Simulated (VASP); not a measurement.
# NiSb (P6_3/mmc) in VASP: a series of runs, part 2 of 2

VASP 6.6.1. Earlier steps stand in the parts before.

## 3. Relaxation of cell and atoms, PBE+D3(BJ)

This run uses another cell than the first one, of 17.65 Å³/atom.

INCAR

```
PREC = Accurate
ENCUT = 600
EDIFF = 1E-6
ISMEAR = 0
SIGMA = 0.1
LREAL = False
LASPH = True
NELM = 60
ALGO = Normal
ISIF = 3
LWAVE = False
LCHARG = False
GGA = PE
IVDW = 12
IBRION = 2
NSW = 70
EDIFFG = -0.005
```

KPOINTS

```
Automatic mesh
0
Gamma
  12 12 8
```

POSCAR

```
NiSb
1.0
    3.9756617256      0.0000000000      0.0000000000
   -1.9878308628      3.4430240513      0.0000000000
    0.0000000000      0.0000000000      5.1568489388
Ni Sb
2 2
Direct
    0.0000000000      0.0000000000      0.0000000000
    0.0000000000      0.0000000000      0.5000000000
    0.3333333333      0.6666666667      0.2500000000
    0.6666666667      0.3333333333      0.7500000000
```

Potentials or basis: VASP PAW PBE potentials, release 64 (Ni, Sb).

Run with:

```bash
cat potpaw_PBE.64/Ni/POTCAR potpaw_PBE.64/Sb/POTCAR > POTCAR
mpirun -np 1 vasp_std > vasp.out
```

OUTCAR:

```text
PREC = Accurate
   ENCUT = 600
   EDIFF = 1E-6
   ISMEAR = 0
   LREAL = False
   LASPH = True
   NELM = 60
   ISIF = 3
   GGA = PE
   IVDW = 12
   IBRION = 2
   NSW = 70
   EDIFFG = -0.005
 IVDW          = 12

 ion  position               nearest neighbor table
   1  0.000  0.000  0.000-   2 2.58   2 2.58   4 2.63   3 2.63   4 2.63   3 2.63   4 2.63   3 2.63

   2  0.000  0.000  0.500-   1 2.58   1 2.58   4 2.63   3 2.63   4 2.63   3 2.63   4 2.63   3 2.63

   3  0.333  0.667  0.250-   1 2.63   2 2.63   1 2.63   2 2.63   1 2.63   2 2.63   4 3.45   4 3.45
                             4 3.45   4 3.45   4 3.45   4 3.45
   4  0.667  0.333  0.750-   1 2.63   2 2.63   1 2.63   2 2.63   1 2.63   2 2.63   3 3.45   3 3.45
                             3 3.45   3 3.45   3 3.45   3 3.45
[... 850 lines left out ...]
  free  energy   TOTEN  =       -22.4375161430 eV

  energy  without entropy=      -22.4296427729  energy(sigma->0) =      -22.43357946

[... ionic steps 4 to 13 ...]

--------------------------------------- Ionic step       14  -------------------------------------------

 number of electron      30.0000009 magnetization

------------------------ aborting loop because EDIFF is reached ----------------------------------------
[... 79 lines left out ...]
--------------------------------------- Ionic step       16  -------------------------------------------

 number of electron      30.0000009 magnetization

 Free energy of the ion-electron system (eV)
  ---------------------------------------------------
  ext. energy  EPLUGINS =         0.00000000
  ---------------------------------------------------
  free energy    TOTEN  =       -20.27719433 eV

  energy without entropy =      -20.26944110  energy(sigma->0) =      -20.27331771

 E-fermi :  10.2158     XC(G=0): -11.5742

 val. band max:       10.2086446829   @ k =   0.1667   0.0833   0.2500
 cond. band min:      10.2204316281   @ k =   0.1667   0.1667   0.3750
 fundamental gap:      0.0117869452
 Fermi energy:        10.2158035149

 k-point     1 :       0.0000    0.0000    0.0000
  band No.  band energies     occupation
      1      -2.8766      2.00000
      2       1.7527      2.00000
      3       3.8740      2.00000
      4       6.2108      2.00000
      5       6.2108      2.00000
      6       6.9836      2.00000
[... 554 lines left out ...]
  FREE ENERGIE OF THE ION-ELECTRON SYSTEM (eV)
  ---------------------------------------------------
  free  energy   TOTEN  =       -22.4376235600 eV

  energy  without entropy=      -22.4298703279  energy(sigma->0) =      -22.43374694

 reached required accuracy - stopping structural energy minimisation
```

It took 6.4 min on 1 thread of Intel Xeon 6975P-C (Granite Rapids), shared host; peak memory 0.33 GiB.

Results:

- Free energy: -22.4376 eV
- Relaxed volume: 16.96 Å³/atom
- Relaxed cell: a = 3.917 Å, b = 3.917 Å, c = 5.104 Å, α = 90.00°, β = 90.00°, γ = 120.00°
- Space group after relaxing (to 0.1 Å): P6_3/mmc (No. 194)
- Energy gained by relaxing: 10.5 meV/atom
- Ionic steps: 16
- Pressure after relaxing: 0.0 GPa
- Band gap on the k mesh: zero (bands 15 and 16 overlap by 3.42 eV)
- Dispersion energy per atom: -0.540 eV

Step by step:
```csv
step,energy change (eV),largest force (eV/Å),pressure (GPa),volume (Å³)
1,0.0000,0.0000,-4.45,70.59
2,-0.0156,0.0000,4.20,65.70
3,-0.0418,0.0000,0.04,67.76
4,-0.0418,0.0000,-0.01,67.82
5,-0.0419,0.0000,-0.03,67.82
6,-0.0419,0.0000,-0.06,67.82
7,-0.0419,0.0000,-0.05,67.83
8,-0.0419,0.0000,0.14,67.83
9,-0.0419,0.0000,-0.12,67.90
10,-0.0419,0.0000,-0.19,67.86
11,-0.0419,0.0000,-0.11,67.84
12,-0.0419,0.0000,-0.13,67.83
13,-0.0419,0.0000,-0.10,67.83
14,-0.0419,0.0000,0.15,67.83
15,-0.0419,0.0000,-0.18,67.83
16,-0.0419,0.0000,-0.02,67.83
```

Final structure:
```cif
data_structure
_symmetry_space_group_name_H-M 'P 1'
_symmetry_Int_Tables_number 1
_cell_length_a 3.9174
_cell_length_b 3.9174
_cell_length_c 5.1037
_cell_angle_alpha 90.000
_cell_angle_beta 90.000
_cell_angle_gamma 120.000
_cell_volume 67.83
loop_
_atom_site_label
_atom_site_type_symbol
_atom_site_fract_x
_atom_site_fract_y
_atom_site_fract_z
_atom_site_occupancy
Ni1 Ni 0.00000 0.00000 0.00000 1
Ni2 Ni 0.00000 0.00000 0.50000 1
Sb1 Sb 0.33333 0.66667 0.25000 1
Sb2 Sb 0.66667 0.33333 0.75000 1
```

Caveat: spin-orbit coupling is left out, which moves the levels of the heavy elements. Spin polarisation is off, so any magnetic state and its effect on volume and gap are missing.
